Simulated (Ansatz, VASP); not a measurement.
# One calculation of GaGe, two programs

Contents of POSCAR:

```
GaGe
1.0
    0.0000000000      2.9170355792      2.9170355792
    2.9170355792      0.0000000000      2.9170355792
    2.9170355792      2.9170355792      0.0000000000
Ge Ga
1 1
Direct
    0.0000000000      0.0000000000      0.0000000000
    0.2500000000      0.2500000000      0.2500000000
```

File INCAR.step1:

```
ALGO = Normal
EDIFF = 1E-5
ENCUT = 520
GGA = PE
ISIF = 2
ISMEAR = -1
LASPH = T
LCHARG = F
LREAL = F
LWAVE = T
NBANDS = 20
NELM = 60
PREC = Accurate
SIGMA = 0.05
```

Contents of INCAR.step2:

```
AEXX = 0.25
ALGO = Normal
EDIFF = 1E-6
ENCUT = 520
GGA = PE
ISIF = 2
ISMEAR = -1
ISTART = 1
LASPH = T
LCHARG = F
LHFCALC = T
LREAL = F
LWAVE = F
NBANDS = 20
NELM = 60
PREC = Accurate
PRECFOCK = Normal
SIGMA = 0.05
```

Contents of KPOINTS:

```
k-points
0
Gamma
  4 4 4
```

File input.yaml:

```yaml
crystal:
  lattice:
    - [0.0, 2.9170355792, 2.9170355792]
    - [2.9170355792, 0.0, 2.9170355792]
    - [2.9170355792, 2.9170355792, 0.0]
  atoms:
    - { symbol: Ge, position: [0.0, 0.0, 0.0] }
    - { symbol: Ga, position: [0.25, 0.25, 0.25] }
hamiltonian:
  xc: pbe0
  pseudopotentials: { kind: paw }
kpoints:
  mp_grid: { grid: [4, 4, 4] }
scf:
  occupations: { method: fermi_dirac, width: 0.05 }
output:
  forces: true
  stress: true
  eigenvalues: true
```

Alike in both runs: task single point; functional PBE0; k mesh 4 × 4 × 4; occupations fermi-dirac, width 0.05 eV; no spin polarisation.

|  | VASP | Ansatz |
| --- | --- | --- |
| version | VASP 6.6.1 | Ansatz 0.2.0 |
| potentials or method | VASP PAW PBE potentials, release 64 (Ge_d, Ga_d) | Ansatz PAW |
| plane-wave cutoff (eV) | 520 | 420 |
| valence electrons in the cell | 27 | 27 |

|  | VASP | Ansatz | Ansatz less VASP |
| --- | --- | --- | --- |
| gap on the k mesh at the Fermi level (eV) | none | none | - |
| pressure (GPa) | -3.0 | -3.0 | 0.00 |

A gap of «none» marks a metal or a gap that the smearing closes. The functional is the same, so the differences come from potentials, cutoffs and numerics.

The k mesh is coarse, so the values compare programs but aren't converged.
